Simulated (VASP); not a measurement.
Input of a VASP 6.6.1 run:

The input INCAR:

```
SYSTEM = WC
PREC     = Accurate       ! precision mode
ENCUT    = 520            ! plane-wave cutoff, eV
EDIFF    = 1E-7           ! SCF threshold, eV
ISMEAR   = 0              ! smearing method
SIGMA    = 0.1            ! smearing width, eV
LREAL    = .FALSE.        ! projectors in reciprocal space
LASPH    = .TRUE.         ! aspherical terms in the spheres
NELM     = 100            ! most SCF steps
ALGO     = Fast           ! electronic algorithm
ISIF     = 2              ! what is computed and relaxed
LWAVE    = .FALSE.        ! write WAVECAR
LCHARG   = .FALSE.        ! write CHGCAR
LDIPOL   = .TRUE.       
IDIPOL   = 3            
DIPOL    = 0.5 0.5 0.500
GGA      = PS             ! functional
NBANDS   = 56             ! bands
```

KPOINTS

```
regular mesh
0
G
  12 12 1
  0 0 0
```

POSCAR

```
WC
1.0
    2.8276119061      0.0000000000      0.0000000000
    0.0000000000      2.8984136656      0.0000000000
    0.0000000000      0.0000000000     26.7137993705
W C
5 5
Direct
    0.0000000000      0.5000000000      0.2807537743
    0.0000000000      0.0000000000      0.3747164425
    0.0000000000      0.5000000000      0.4686791106
    0.0000000000      0.0000000000      0.5626417788
    0.0000000000      0.5000000000      0.6566044469
    0.5000000000      0.5000000000      0.3433955531
    0.5000000000      0.0000000000      0.4373582212
    0.5000000000      0.5000000000      0.5313208894
    0.5000000000      0.0000000000      0.6252835575
    0.5000000000      0.5000000000      0.7192462257
```

Potentials or basis: VASP PAW PBE potentials, release 64 (W_sv, C).

Command:

```sh
$ cat potpaw_PBE.64/W_sv/POTCAR potpaw_PBE.64/C/POTCAR > POTCAR
$ mpirun -np 1 vasp_std > vasp.out
```

What does it give for the band gap on the k mesh?

Zero (bands 45 and 46 overlap by 0.67 eV).

Predict the largest force.

2.875 eV/Å.

Forces on the atoms (eV/Å):
```
W    0.000  0.000  0.912
W    0.000  0.000  0.118
W    0.000  0.000  0.085
W    0.000  0.000 -0.428
W    0.000  0.000  2.875
C    0.000  0.000 -0.984
C    0.000  0.000 -0.077
C    0.000  0.000 -0.114
C    0.000  0.000 -0.132
C    0.000  0.000 -2.253
```

Caveat: the PAW data sets were made with another functional, which shifts forces and pressure a little; spin-orbit coupling is left out, which moves the levels of the heavy elements.
